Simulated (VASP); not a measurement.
Set up this calculation in VASP 6.6.1, as the native input.

```
Task                   : single point
Functional             : PBEsol
Potentials or basis    : VASP PAW PBE potentials, release 64 (Sc_sv, Al)
Cutoff                 : 520 eV
k mesh                 : 12 × 12 × 6
Occupations            : gaussian, width 0.1 eV
Spin                   : no spin polarisation
Dipole correction      : no
Further INCAR settings : ALGO = Fast; EDIFF = 1e-06; NBANDS = 34
```

The structure of Sc2Al lies in POSCAR:

```
Sc2Al
1.0
    4.9408042693      0.0000000000      0.0000000000
   -2.4704021346      4.2788620123      0.0000000000
    0.0000000000      0.0000000000      6.2179584886
Sc Al
4 2
Direct
    0.0000000000      0.0000000000      0.0000000000
    0.0000000000      0.0000000000      0.5000000000
    0.3333333333      0.6666666667      0.7500000000
    0.6666666667      0.3333333333      0.2500000000
    0.3333333333      0.6666666667      0.2500000000
    0.6666666667      0.3333333333      0.7500000000
```

The input as run:

INCAR

```
SYSTEM = Sc2Al
ALGO = Fast
EDIFF = 1E-6
ENCUT = 520
GGA = PS
ISIF = 2
ISMEAR = 0
LASPH = .True.
LCHARG = .False.
LREAL = .False.
LWAVE = .False.
NBANDS = 34
NELM = 60
PREC = Accurate
SIGMA = 0.1
```

KPOINTS

```
k-points
0
Gamma
  12 12 6
  0 0 0
```

Potentials or basis: VASP PAW PBE potentials, release 64 (Sc_sv, Al).

Command:

```console
$ cat potpaw_PBE.64/Sc_sv/POTCAR potpaw_PBE.64/Al/POTCAR > POTCAR
$ mpirun -np 1 vasp_std > vasp.out
```

Results of the run:

- Pressure: -3.8 GPa
- Band gap on the k mesh: zero (bands 25 and 26 overlap by 0.69 eV)

Caveat: the cell stands under tension; the PAW data sets were made with another functional, which shifts forces and pressure a little.

Run time: 12 min on 1 thread of Intel Xeon 8259CL, on a shared host, peak memory 0.43 GiB.
